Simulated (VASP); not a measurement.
NbP: density of states with PBE+U

The system is NbP.

```
Nb P
1.0
     0.00000    2.57873    2.57873
     2.57873    0.00000    2.57873
     2.57873    2.57873    0.00000
Nb P
1 1
Cartesian
  0.0000 0.0000 0.0000
  2.5787 2.5787 2.5787
```

* Program: VASP 6.6.1
* Task: density of states
* Functional: PBE
* Potentials or basis: VASP PAW PBE potentials, release 64 (Nb_sv, P)
* Cutoff: 400 eV
* k mesh: 8 × 8 × 8
* Occupations: fermi-dirac, width 0.1 eV
* Spin: collinear spin, ferromagnetic start
* Starting moments: [1.0, 0.0] μB
* Hubbard terms: Nb d U = 1.52 eV
* Dipole correction: no
* k mesh for the DOS: 12 × 12 × 12
* Occupations for the DOS: tetrahedron
* Further INCAR settings: ALGO = Normal; EDIFF = 1e-06

```json
{
 "Net moment": "0.00 μB per cell",
 "Valence electrons inside the program's atomic spheres": "Nb 10.48; P 2.55"
}
```

Levels at points of the mesh, in eV from the Fermi level:
Spin up:
| k point | band 7 | band 8 | band 9 | band 10 | band 11 | band 12 |
| --- | --- | --- | --- | --- | --- | --- |
| (0.00, 0.00, 0.00) | -1.65 | -1.65 | -1.18 | -1.18 | -0.62 | -0.62 |
| (0.50, 0.00, 0.00) | -4.60 | -4.60 | 0.85 | 0.85 | 1.71 | 2.96 |
| (0.50, 0.50, 0.00) | -3.55 | -2.30 | -2.30 | -0.13 | 1.55 | 1.55 |
Spin down:
| k point | band 6 | band 7 | band 8 | band 9 | band 10 | band 11 | band 12 | band 13 |
| --- | --- | --- | --- | --- | --- | --- | --- | --- |
| (0.00, 0.00, 0.00) | -1.65 | -1.65 | -1.65 | -1.18 | -1.18 | -0.62 | -0.62 | -0.62 |
| (0.50, 0.00, 0.00) | -7.12 | -4.60 | -4.60 | 0.85 | 0.85 | 1.71 | 2.96 | 6.17 |
| (0.50, 0.50, 0.00) | -5.07 | -3.55 | -2.30 | -2.30 | -0.13 | 1.55 | 1.55 | 2.36 |

Eigenvalues of the final occupation matrices:
| site | spin | trace | eigenvalues |
| --- | --- | --- | --- |
| site 1 d | 1 | 1.19 | 0.22 0.22 0.22 0.26 0.26 |
| site 1 d | 2 | 1.19 | 0.22 0.22 0.22 0.26 0.26 |

It took 30 s on 1 thread of AMD EPYC 9R45 96-Core Processor (Zen 5), with other jobs on the host, peak memory 0.14 GiB.

Caveat: the U is typed as a test and isn't derived for this compound. The state reached can hang on the start; a lower one may exist.
